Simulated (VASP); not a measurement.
Wanted: the native input for a VASP 6.6.1 run.

```
Task                   : single point
Functional             : r2SCAN
Potentials or basis    : VASP PAW PBE potentials, release 64 (Ta_pv, N)
Cutoff                 : 520 eV
k mesh                 : 10 × 10 × 6
Occupations            : fermi-dirac, width 0.05 eV
Spin                   : no spin polarisation
Dipole correction      : no
Further INCAR settings : ALGO = Normal; EDIFF = 1e-06; NBANDS = 20
```

The system is Ta2N.

```
Ta N
1.0
     3.11286    0.00000    0.00000
    -1.55643    2.69582    0.00000
     0.00000    0.00000    4.86984
Ta N
2 1
Cartesian
  0.0000 1.7972 1.2404
  1.5564 0.8986 3.6294
  0.0000 0.0000 0.0000
```

One way to write it, as run:

POSCAR

```
Ta2N
1.0
    3.1128615060      0.0000000000      0.0000000000
   -1.5564307530      2.6958171426      0.0000000000
    0.0000000000      0.0000000000      4.8698410000
Ta N
2 1
Direct
    0.3333333333      0.6666666667      0.2547110000
    0.6666666667      0.3333333333      0.7452890000
    0.0000000000      0.0000000000      0.0000000000
```

INCAR.step1

```
SYSTEM = Ta2N
  ALGO = Normal
  EDIFF = 1E-4
  ENCUT = 520
  GGA = PE
  ISMEAR = -1
  LASPH = .True.
  LCHARG = .False.
  LREAL = .False.
  LWAVE = .True.
  NBANDS = 20
  NELM = 80
  PREC = Accurate
  SIGMA = 0.05
```

INCAR.step2

```
SYSTEM = Ta2N
  ALGO = Normal
  EDIFF = 1E-6
  ENCUT = 520
  ISIF = 2
  ISMEAR = -1
  ISTART = 1
  LASPH = .True.
  LCHARG = .False.
  LMIXTAU = .True.
  LREAL = .False.
  LWAVE = .False.
  METAGGA = R2SCAN
  NBANDS = 20
  NELM = 80
  PREC = Accurate
  SIGMA = 0.05
```

KPOINTS

```
k-points
0
Gamma
  10 10 6
  0 0 0
```

Potentials or basis: VASP PAW PBE potentials, release 64 (Ta_pv, N).

The run is started by

```bash
$ cat potpaw_PBE.64/Ta_pv/POTCAR potpaw_PBE.64/N/POTCAR > POTCAR
$ cp INCAR.step1 INCAR
$ mpirun -np 1 vasp_std > vasp.out
$ cp INCAR.step2 INCAR
$ mpirun -np 1 vasp_std > vasp.out
```

It gave:

```json
{
  "Pressure": "-4.3 GPa",
  "Largest force": "0.178 eV/Å"
}
```

Caveat: the PAW data sets were made with another functional, which shifts forces and pressure a little.

It took 2 min on 1 thread of Intel Xeon 6975P-C (shared host), peak memory 0.2 GiB.
